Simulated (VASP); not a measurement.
A run of VASP 6.6.1 is set up as follows.

Contents of INCAR:

```
SYSTEM = Be4C
ALGO = Normal ; EDIFF = 1E-7
EDIFFG = -0.01 ; ENCUT = 600
GGA = PE ; GGA_COMPAT = .FALSE.
IBRION = 2 ; ISIF = 3
ISMEAR = 0 ; LASPH = .TRUE.
LCHARG = .FALSE. ; LREAL = .FALSE.
LWAVE = .FALSE. ; NELM = 120
NELMIN = 4 ; NSW = 100
PREC = Accurate ; SIGMA = 0.1
```

Contents of KPOINTS:

```
k-points
0
G
  12 12 10
  0 0 0
```

File POSCAR:

```
Be4C
1.0
    3.0747646541      0.0000000000      0.0000000000
    0.0000000000      3.0747646541      0.0000000000
    0.0000000000      0.0000000000      4.3148653640
Be C
4 1
Direct
    0.5000000000      0.0000000000      0.2502638123
    0.0000000000      0.5000000000      0.7497361877
    0.5000000000      0.0000000000      0.7497361877
    0.0000000000      0.5000000000      0.2502638123
    0.0000000000      0.0000000000      0.0000000000
```

Potentials or basis: VASP PAW PBE potentials, release 64 (Be, C).

Run with:

```bash
$ cat potpaw_PBE.64/Be/POTCAR potpaw_PBE.64/C/POTCAR > POTCAR
$ mpirun -np 1 vasp_std > vasp.out
```

Q: Estimate the space group after relaxing (to 0.1 Å).

A: P4/mmm (No. 123).

Q: What does it give for the relaxed cell?

A: a = 3.087 Å, b = 3.087 Å, c = 4.294 Å, α = 90.00°, β = 90.00°, γ = 90.00°.

Q: Estimate the relaxed volume.

A: 8.18 Å³/atom.

Q: Estimate the band gap on the k mesh.

A: Zero (bands 6 and 7 overlap by 3.35 eV).

Forces in eV/Å, atoms in the order of the input:
```
Be   0.000  0.000 -0.002
Be   0.000  0.000  0.002
Be   0.000  0.000  0.002
Be   0.000  0.000 -0.002
C    0.000  0.000  0.000
```

Caveat: the cell differs from its parent crystal (atoms taken out).
